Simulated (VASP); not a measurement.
PC2:

```
P C
1.0
     1.48349    0.85649    5.44841
    -1.48349    0.85649    5.44841
     0.00000   -1.71299    5.44841
P C
1 2
Direct
  0.00000 0.00000 0.00000
  0.25000 0.25000 0.25000
  0.75000 0.75000 0.75000
```

The cell was generated, and may not be a known phase.

* Program: VASP 6.6.1
* Task: relaxation of cell and atoms
* Functional: PBE
* Potentials or basis: VASP PAW PBE potentials, release 64 (P, C_h)
* Cutoff: 1300 eV
* k mesh: 8 × 8 × 8
* Occupations: gaussian, width 0.2 eV
* Spin: no spin polarisation

At the start: pressure -23.3 GPa; volume 13.85 Å³/atom.

**Question.** Where does the relaxation end?

**Answer.** Over 10 steps the energy falls by 798.5 meV/atom and the volume is 10.35 Å³/atom (-25.3 %); space group R-3m (No. 166, to 0.1 Å) before and after.

Step by step:
```tsv
step	energy change (eV)	largest force (eV/Å)	pressure (GPa)	volume (Å³)
1	0.0000	2.8126	-23.34	41.54
2	-1.9268	0.6819	5.96	30.44
3	-1.9352	0.4945	9.54	29.96
4	-2.3644	0.0136	4.64	30.51
5	-2.3869	0.0753	3.67	30.59
6	-2.3681	0.4211	1.27	30.69
7	-2.3912	0.1558	2.89	30.63
8	-2.3910	0.1767	2.74	30.64
9	-2.3912	0.2008	-2.59	31.46
10	-2.3954	0.0189	-0.03	31.05
```

Final structure:
```
P C
1.0
     1.47944    0.85415    4.09497
    -1.47944    0.85415    4.09497
     0.00000   -1.70831    4.09497
P C
1 2
Direct
  0.00000 0.00000 0.00000
  0.26380 0.26380 0.26380
  0.73620 0.73620 0.73620
```

Caveat: the volume moved by over 15 % at a fixed basis, so the end points are rough; an odd number of electrons without spin polarisation forces a metal; a magnetic or distorted state may lie lower.
